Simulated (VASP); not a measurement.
Set up this calculation in VASP 6.6.1, as the native input.

```
Task                   : single point
Functional             : PBEsol
Potentials or basis    : VASP PAW PBE potentials, release 64 (C_h, O_h, H_h)
Cutoff                 : 1000 eV
k mesh                 : 1 × 1 × 1
Occupations            : fermi-dirac, width 0.02 eV
Spin                   : no spin polarisation
Dipole correction      : no
Further INCAR settings : LREAL = Auto; ALGO = Normal; EDIFF = 1e-06; NBANDS = 64
```

The structure of H6C2O lies in POSCAR:

```
H6C2O
1.0
    6.7708090000      0.0000000000      0.0000000000
    0.0000000000      6.7708090000      0.0000000000
    0.0000000000      0.0000000000      6.7708090000
C O H
8 4 24
Direct
    0.4278976438      0.5117111519      0.7370088346
    0.4802195590      0.7103805833      0.8208234880
    0.6885069516      0.3121864396      0.2795158213
    0.5093328330      0.1826951732      0.2837703930
    0.0958796841      0.1334849747      0.7204209971
   -0.0052410194      0.2685441771      0.8657658173
    0.0573016858      0.8619824270      0.2312036671
    0.0710054719      0.6666160133      0.3392756030
    0.6512319931      0.6922357113      0.9419123835
    0.5157645644      0.0496902066      0.1190642534
   -0.1270251365      0.4052762384      0.7612244620
   -0.0182405985      0.6921137242      0.5243912390
    0.6667017609      0.8178269554      1.0130468563
    0.5064178485      0.8193969865      0.7017388353
    0.3536446694      0.7650719687      0.9099953458
    0.2916274696      0.5253513982      0.6494366747
    0.5483134745      0.4543757150      0.6438729742
    0.4039202513      0.4029591598      0.8561518686
    0.3884431466     -0.0191903264      0.1166044269
    0.5022195148      0.0985539492      0.4238207872
    0.3738639926      0.2743777961      0.2744512767
    0.6883994564      0.4132559490      0.4067886492
    0.8245673240      0.2239823014      0.2892964001
    0.6906788135      0.4027109676      0.1448569260
   -0.1855564946      0.5042362494      0.8524794418
   -0.0970255062      0.1804362943      0.9680181256
    0.1052675323      0.3505232322      0.9550509192
    0.2088335223      0.0439847709      0.7967741394
   -0.0078191650      0.0305333019      0.6488731589
    0.1736472498      0.2195587783      0.6064471718
   -0.0426105152      0.5640455417      0.5939463055
   -0.0033802257      0.5499629898      0.2517796814
    0.2291749406      0.6220455215      0.3531672732
    0.1095971882      0.8493106792      0.0775173509
   -0.0979182195      0.9111788447      0.2272446085
    0.1406975386      0.9770605550      0.3111041438
```

One way to write it, as run:

INCAR

```
SYSTEM = H6C2O
PREC = Accurate
ENCUT = 1000
EDIFF = 1E-6
ISMEAR = -1
SIGMA = 0.02
LREAL = Auto
LASPH = .TRUE.
NELM = 120
ALGO = Normal
ISIF = 2
LWAVE = .FALSE.
LCHARG = .FALSE.
GGA = PS
NBANDS = 64
GGA_COMPAT = .FALSE.
```

KPOINTS

```
regular mesh
0
G
  1 1 1
  0 0 0
```

Potentials or basis: VASP PAW PBE potentials, release 64 (C_h, O_h, H_h).

Launch:

```console
$ cat potpaw_PBE.64/C_h/POTCAR potpaw_PBE.64/O_h/POTCAR potpaw_PBE.64/H_h/POTCAR > POTCAR
$ mpirun -np 1 vasp_gam > vasp.out
```

It gave:

The pressure is 0.6 GPa and the largest force is 0.233 eV/Å. The band gap on the k mesh is 4.96 eV.

Caveat: the k points lie up to 0.93 Å⁻¹ apart; the PAW data sets were made with another functional, which shifts forces and pressure a little.

Run time: 53 s on 1 thread of AMD EPYC 9R45 96-Core Processor (Zen 5), on a shared host, peak memory 0.63 GiB.
